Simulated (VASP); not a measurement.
# Cr (Fm-3m) in VASP: single point with PBE

Aim: the single point of Cr with PBE.

Program: VASP 6.6.1. These are calculated values, not measurements. Logs are shortened: lines on timing, memory, paths and dates and some standing lists are left out, and cuts for length are marked.

## (1) The cell of the first run

Symmetry: Fm-3m, No. 225, cubic system. Conventional cell: a = 3.629 Å, b = 3.629 Å, c = 3.629 Å, α = 90.00°, β = 90.00°, γ = 90.00°. Cr (site symmetry m-3m) has 12 Cr at 2.57 Å within 3.4 Å.

## (2) Single point, PBE

INCAR

```
PREC     = Accurate       # precision mode
ENCUT    = 520            # plane-wave cutoff, eV
EDIFF    = 1E-6           # SCF threshold, eV
ISMEAR   = -1             # smearing method
SIGMA    = 0.13605693000000002 # smearing width, eV
LREAL    = F              # projectors in reciprocal space
LASPH    = T              # aspherical terms in the spheres
NELM     = 60             # most SCF steps
ALGO     = Normal         # electronic algorithm
ISIF     = 2              # what is computed and relaxed
LWAVE    = F              # write WAVECAR
LCHARG   = F              # write CHGCAR
GGA      = PE             # functional
NBANDS   = 12             # bands
```

KPOINTS

```
Automatic mesh
0
Gamma
  15 15 15
```

POSCAR

```
Cr
1.0
    0.0000000000      1.8144414393      1.8144414393
    1.8144414393      0.0000000000      1.8144414393
    1.8144414393      1.8144414393      0.0000000000
Cr
1
Direct
    0.0000000000      0.0000000000      0.0000000000
```

Potentials or basis: VASP PAW PBE potentials, release 64 (Cr_pv).

Started as:

```bash
$ cat potpaw_PBE.64/Cr_pv/POTCAR > POTCAR
$ mpirun -np 1 vasp_std > vasp.out
```

OUTCAR:

```text
PREC = Accurate
   ENCUT = 520
   EDIFF = 1E-6
   ISMEAR = -1
   LREAL = F
   LASPH = T
   NELM = 60
   ISIF = 2
   GGA = PE

 ion  position               nearest neighbor table
   1  0.000  0.000  0.000-

  LATTYP: Found a face centered cubic cell.
 ALAT       =     3.6288828786

  Lattice vectors:

 A1 = (   0.0000000000,   1.8144414393,   1.8144414393)
 A2 = (   1.8144414393,   0.0000000000,   1.8144414393)
 A3 = (   1.8144414393,   1.8144414393,   0.0000000000)

Analysis of symmetry for initial positions (statically):
=====================================================================
 Subroutine PRICEL returns:
 Original cell was already a primitive cell.

 Routine SETGRP: Setting up the symmetry group for a
 face centered cubic supercell.

 Subroutine GETGRP returns: Found 48 space group operations
 (whereof 48 operations were pure point group operations)
 out of a pool of 48 trial point group operations.

The static configuration has the point symmetry O_h .

Analysis of symmetry for dynamics (positions and initial velocities):
=====================================================================
 Subroutine PRICEL returns:
 Original cell was already a primitive cell.

 Routine SETGRP: Setting up the symmetry group for a
 face centered cubic supercell.

 Subroutine GETGRP returns: Found 48 space group operations
 (whereof 48 operations were pure point group operations)
 out of a pool of 48 trial point group operations.

The dynamic configuration has the point symmetry O_h .

 Subroutine INISYM returns: Found 48 space group operations
 (whereof 48 operations are pure point group operations),
 and found     1 'primitive' translations

----------------------------------------------------------------------------------------

                                     Primitive cell

  volume of cell :      11.9470

  direct lattice vectors                    reciprocal lattice vectors
     0.000000000  1.814441439  1.814441439    -0.275566899  0.275566899  0.275566899
     1.814441439  0.000000000  1.814441439     0.275566899 -0.275566899  0.275566899
     1.814441439  1.814441439  0.000000000     0.275566899  0.275566899 -0.275566899

  length of vectors
     2.566007692  2.566007692  2.566007692     0.477295869  0.477295869  0.477295869

  position of ions in fractional coordinates (direct lattice)
     0.000000000  0.000000000  0.000000000

  ion indices of the primitive-cell ions
[... 74 lines left out ...]
   EDIFF  = 0.1E-05   stopping-criterion for ELM
   LREAL  =      F    real-space projection
   EDIFFG = 0.1E-04   stopping-criterion for IOM
   NSW    =      0    number of steps for IOM
   IBRION =     -1    ionic relax: 0-MD 1-quasi-New 2-CG
   NFREE  =      0    steps in history (QN), initial steepest desc. (CG)
   ISIF   =      2    stress and relaxation
   ISYM   =      2    0-nonsym 1-usesym 2-fastsym
   POTIM  = 0.5000    time-step for ionic-motion
   TEBEG  =    0.0;   TEEND  =   0.0 temperature during run
   PSTRESS=    0.0 pullay stress
   NELECT =      12.0000    total number of electrons
   NUPDOWN=      -1.0000    fix difference up-down
   EMIN   =  10.00;   EMAX   =-10.00  energy-range for DOS
   EFERMI =   0.00;   METHOD = LEGACY
   ISMEAR =    -1;   SIGMA  =   0.14  broadening in eV -4-tet -1-fermi 0-gaus
   EFERMI_NEDOS =   21; number of points for ismear=-14 and -15
   IALGO  =     38    algorithm
   IMIX   =      4    mixing-type and parameters
     AMIX     =   0.40;   BMIX     =  1.00
     AMIX_MAG =   1.60;   BMIX_MAG =  1.00
  volume/ion in A,a.u.               =      11.95        80.62
  Fermi-wavevector in a.u.,A,eV,Ry     =   1.639516  3.098236 36.572628  2.688012
  Thomas-Fermi vector in A             =   2.730308
   LORBIT       =      0    0 simple, 1 ext, 2 COOP (PROOUT), +10 PAW based schemes
   GGA     = PE    functional components
   LHFCALC =     F    Hartree Fock is set to
   AEXX    =    0.0000 exact exchange contribution
   IVDW    =     0    specifies the selected vdW correction
   LEPSILON=     F    determine dielectric tensor
   LRPA    =     F    only Hartree local field effects (RPA)
 non-spin polarized calculation
  energy-cutoff  :      520.00
  volume of cell :       11.95
 maximum number of plane-waves:       332
   NGX =  9   NGY =  9   NGZ =  9

 number of electron      12.0000009 magnetization

 Free energy of the ion-electron system (eV)
  ---------------------------------------------------
  ext. energy  EPLUGINS =         0.00000000
  ---------------------------------------------------
  free energy    TOTEN  =        -9.17687474 eV

  energy without entropy =       -9.07031920  energy(sigma->0) =       -9.12359697

 E-fermi :  10.2803     XC(G=0): -13.4642

 val. band max:       10.2587565786   @ k =   0.2667   0.2000   0.0000
 cond. band min:      10.3249808856   @ k =   0.4000   0.1333   0.0000
 fundamental gap:      0.0662243070
 Fermi energy:        10.2803000695

 k-point     1 :       0.0000    0.0000    0.0000
  band No.  band energies     occupation
      1     -32.1191      2.00000
      2     -32.1191      2.00000
      3     -32.1191      2.00000
      4       2.7727      2.00000
      5       9.8355      1.92672
      6       9.8355      1.92672
      7       9.8355      1.92672
      8      11.5785      0.00014
      9      11.5785      0.00014
     10      17.7756      0.00000
     11      30.0200      0.00000
     12      35.5964      0.00000
[... 331 lines left out ...]
 k-point    24 :       0.2000    0.1333    0.0000
  band No.  band energies     occupation
      1     -32.3548      2.00000
      2     -32.1923      2.00000
      3     -32.1856      2.00000
      4       4.2732      2.00000
      5       9.0216      1.99981
      6      10.3476      0.75770
      7      10.4195      0.52889
      8      10.9563      0.01381
      9      11.8572      0.00002
     10      17.7752      0.00000
     11      29.8568      0.00000
     12      31.1105      0.00000

 [... further k-points ...]
[... 5 lines left out ...]
  --------------------------------------------------------------------------------------
  -------------------------------------------------------------------------------------
  Total       -0.0683062     -0.0683062     -0.0683062      0.0000000      0.0000000      0.0000000
  in kB       -9.1603464     -9.1603464     -9.1603464      0.0000000      0.0000000      0.0000000
  external PRESSURE =      -9.1603464 kB  Pullay stress =       0.0000000 kB

 VOLUME and BASIS-vectors are now :
 -----------------------------------------------------------------------------
  energy-cutoff  :      520.00
  volume of cell :       11.95
      direct lattice vectors                 reciprocal lattice vectors
     0.000000000  1.814441439  1.814441439    -0.275566899  0.275566899  0.275566899
     1.814441439  0.000000000  1.814441439     0.275566899 -0.275566899  0.275566899
     1.814441439  1.814441439  0.000000000     0.275566899  0.275566899 -0.275566899

 POSITION                                       TOTAL-FORCE (eV/Angst)
 -----------------------------------------------------------------------------------
      0.00000      0.00000      0.00000         0.000000      0.000000      0.000000
 -----------------------------------------------------------------------------------
    total drift:                                0.000000     -0.000000     -0.000000

  FREE ENERGIE OF THE ION-ELECTRON SYSTEM (eV)
  ---------------------------------------------------
  free  energy   TOTEN  =        -9.1768747433 eV

  energy  without entropy=       -9.0703191953  energy(sigma->0) =       -9.12359697
```

OSZICAR:

```text
N       E                     dE             d eps       ncg     rms          rms(c)
DAV:   1     0.792541470710E+02    0.79254E+02   -0.71132E+03  2908   0.119E+03
DAV:   2    -0.954097402927E+01   -0.88795E+02   -0.85703E+02  2936   0.296E+02
DAV:   3    -0.107797406527E+02   -0.12388E+01   -0.12279E+01  3256   0.413E+01
DAV:   4    -0.107863746394E+02   -0.66340E-02   -0.66337E-02  3140   0.303E+00
DAV:   5    -0.107864558203E+02   -0.81181E-04   -0.81182E-04  3184   0.308E-01    0.121E+01
DAV:   6    -0.920781239049E+01    0.15786E+01   -0.41115E+00  3044   0.355E+01    0.184E+00
DAV:   7    -0.918718506172E+01    0.20627E-01   -0.85282E-02  2932   0.434E+00    0.907E-01
DAV:   8    -0.917713644416E+01    0.10049E-01   -0.34231E-03  3220   0.884E-01    0.173E-01
DAV:   9    -0.917687581967E+01    0.26062E-03   -0.79092E-04  2944   0.464E-01    0.414E-02
DAV:  10    -0.917687872616E+01   -0.29065E-05   -0.15529E-05  3148   0.470E-02    0.570E-03
DAV:  11    -0.917687477093E+01    0.39552E-05   -0.69374E-07  1744   0.137E-02    0.883E-04
DAV:  12    -0.917687474328E+01    0.27648E-07   -0.16267E-08  1448   0.169E-03
   1 F= -.91768747E+01 E0= -.91235970E+01  d E =-.106556E+00
```

Run time: 20 s. Hardware: 1 thread of Intel Xeon 8259CL, shared host; peak memory 0.13 GiB.

Results:

| Property | Result |
| --- | --- |
| Free energy | -9.1769 eV |
| Pressure | -0.9 GPa |
| Band gap on the k mesh | zero (band 6 reaches 12.72 eV, above the bottom of band 7 at 9.84 eV) |

Caveat: the run has no spin polarisation, though such a crystal can be magnetic. Spin polarisation is off, so any magnetic state and its effect on volume and gap are missing.
